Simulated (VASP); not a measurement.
Here is a VASP 6.6.1 calculation.

The input POSCAR:

```
Ni
1.0
    3.8860467765      0.0000000000      0.0000000000
   -1.9430233882      3.3654152287      0.0000000000
    0.0000000000      0.0000000000      2.3348565166
Ni
3
Direct
    1.0000000000      0.0000000000      0.0000000000
    0.3333333333      0.6666666667      0.5000000000
    0.6666666667      0.3333333333      0.5000000000
```

INCAR.step1

```
SYSTEM = Ni
PREC = Accurate
ENCUT = 520
ISMEAR = -1
SIGMA = 0.1
LREAL = .False.
LASPH = .True.
NELM = 80
NBANDS = 22
GGA = PE
ALGO = Normal
EDIFF = 1E-4
LWAVE = .True.
LCHARG = .False.
```

File INCAR.step2:

```
SYSTEM = Ni
PREC = Accurate
ENCUT = 520
EDIFF = 1E-7
ISMEAR = -1
SIGMA = 0.1
LREAL = .False.
LASPH = .True.
NELM = 80
ALGO = Normal
ISIF = 2
LWAVE = .False.
LCHARG = .False.
METAGGA = R2SCAN
LMIXTAU = .True.
NBANDS = 22
ISTART = 1
```

File KPOINTS:

```
Automatic mesh
0
Gamma
  10 10 15
  0 0 0
```

Potentials or basis: VASP PAW PBE potentials, release 64 (Ni).

The run is started by

```console
$ cat potpaw_PBE.64/Ni/POTCAR > POTCAR
$ cp INCAR.step1 INCAR
$ mpirun -np 1 vasp_std > vasp.out
$ cp INCAR.step2 INCAR
$ mpirun -np 1 vasp_std > vasp.out
```

Task: Predict the band gap on the k mesh.

Result: Zero (bands 15 and 16 overlap by 0.76 eV).

Task: Predict the pressure.

Result: 10.4 GPa.

Stress tensor (GPa, compression positive):
```
10.57  0.00  0.00
 0.00 10.57  0.00
 0.00  0.00  9.99
```

Caveat: the cell stands under pressure; the PAW data sets were made with another functional, which shifts forces and pressure a little; the run has no spin polarisation, though such a crystal can be magnetic. Spin polarisation is off, so any magnetic state and its effect on volume and gap are missing.
